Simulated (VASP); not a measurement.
Runs of VASP 6.6.1 on Sn. The structure is that of space group Im-3m (No. 229), or close to it. The cells are those of the table. This isn't the form of Sn at room conditions, which is tetragonal (white tin).

```csv
task,level,spin,cell,k mesh,cutoff (eV),share of exact exchange,screening parameter,gap on the mesh (eV),pressure (GPa)
single point,PBE0,"non-collinear, zero start, SOC","a = 3.282 Å, angles 109.5°, 1 atom",4 × 4 × 4,520,0.25,-,-,-1.2
single point,B3LYP,off,"a = 3.459 Å, angles 109.5°, 1 atom",5 × 5 × 5,520,0.2,-,none,(a)
single point,PBE0,off,"a = 3.324 Å, angles 109.5°, 1 atom",5 × 5 × 5,520,0.25,-,none,2.2
single point,PBE-based screened hybrid with 25 % exact exchange,off,"a = 3.377 Å, angles 109.5°, 1 atom",5 × 5 × 5,520,0.25,0.3 1/Å,none,0.0
relaxation of cell and atoms,PBEsol-based global hybrid with 25 % exact exchange,off,"relaxed from a = 3.282 Å, angles 109.5°, 1 atom",5 × 5 × 5,600,0.25,-,none,0.0
single point,PBEsol-based global hybrid with 25 % exact exchange,off,"a = 3.282 Å, angles 109.5°, 1 atom",5 × 5 × 5,520,0.25,-,none,-0.3
```

Alike in all rows: potentials or basis VASP PAW PBE potentials, release 64 (Sn_d); smearing fermi-dirac 0.05 eV.

Question: Fill in the values left out.

Answer: (a) -0.1.

Caveats: all runs use coarse meshes; the PAW data sets were made with another functional, which shifts forces and pressure a little; spin-orbit coupling is left out, which moves the levels of the heavy elements (at least some runs); a moment this small can come from the mesh or the smearing (at least some runs).

A k mesh can miss the band edges, and rows without SOC leave out spin-orbit coupling on Sn.

A gap of «none» marks levels without a gap at the run's occupations.
